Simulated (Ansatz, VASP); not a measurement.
**One calculation of SiC3, two programs**

INCAR

```
PREC = Accurate
ENCUT = 600
EDIFF = 1E-6
ISMEAR = 0
SIGMA = 0.1
LREAL = F
LASPH = T
NELM = 80
ALGO = Normal
ISIF = 3
LWAVE = F
LCHARG = F
GGA = PE
IBRION = 2
NSW = 90
EDIFFG = -0.04
```

KPOINTS

```
regular mesh
0
Gamma
  6 6 4
```

File POSCAR:

```
SiC3
1.0
    2.5165214681      0.0000000000      0.0000000000
   -1.2582607340      2.1793715205      0.0000000000
    0.0000000000      0.0000000000      6.5557967142
Si C
1 3
Direct
    0.6666666667      0.3333333333      0.5000000000
    0.3333333333      0.6666666667      0.8692151188
    0.3333333333      0.6666666667      0.1307848812
    0.6666666667      0.3333333333      0.0000000000
```

Input for Ansatz:

```yaml
crystal:
  lattice:
    - [2.5165214681, 0.0, 0.0]
    - [-1.258260734, 2.1793715205, 0.0]
    - [0.0, 0.0, 6.5557967142]
  atoms:
    - { symbol: Si, position: [0.6666666667, 0.3333333333, 0.5] }
    - { symbol: C, position: [0.3333333333, 0.6666666667, 0.8692151188] }
    - { symbol: C, position: [0.3333333333, 0.6666666667, 0.1307848812] }
    - { symbol: C, position: [0.6666666667, 0.3333333333, 0.0] }
basis:
  ecutwfc: 420
kpoints:
  mp_grid: { grid: [6, 6, 4] }
hamiltonian:
  xc: pbe
scf:
  occupations: { method: gaussian, width: 0.1 }
  lower_state_search: "off"
output:
  forces: true
  stress: true
  eigenvalues: true
relax:
  adjacent_minimum: "off"
  f_tol: 0.04
  max_steps: 70
  cell: { stress_tol: 0.4 }
```

Alike in both runs: task relaxation of cell and atoms; functional PBE; k mesh 6 × 6 × 4; occupations gaussian, width 0.1 eV; no spin polarisation.

|  | VASP | Ansatz |
| --- | --- | --- |
| version | VASP 6.6.1 | Ansatz 0.2.0 |
| potentials or method | VASP PAW PBE potentials, release 64 (Si, C), cutoff 600 eV | scalar-relativistic, plane waves, PAW |
| valence electrons in the cell | 16 | 16 |

Ansatz gave:

```
gap on the k mesh at the Fermi level, each at its own relaxed structure (eV) : none
relaxed volume (Å³/atom)                                                     : 8.92
relaxed length of the cell vector where the two differ most in proportion (Å)              : 6.524
```

Question: What did VASP give for the same quantities?

Answer: gap on the k mesh at the Fermi level, each at its own relaxed structure (eV): none; relaxed volume (Å³/atom): 8.94; relaxed length of the cell vector where the two differ most in proportion (Å): 6.542.

A gap of «none» marks a metal or a gap that the smearing closes.

The k mesh is coarse, so the values compare programs but aren't converged.
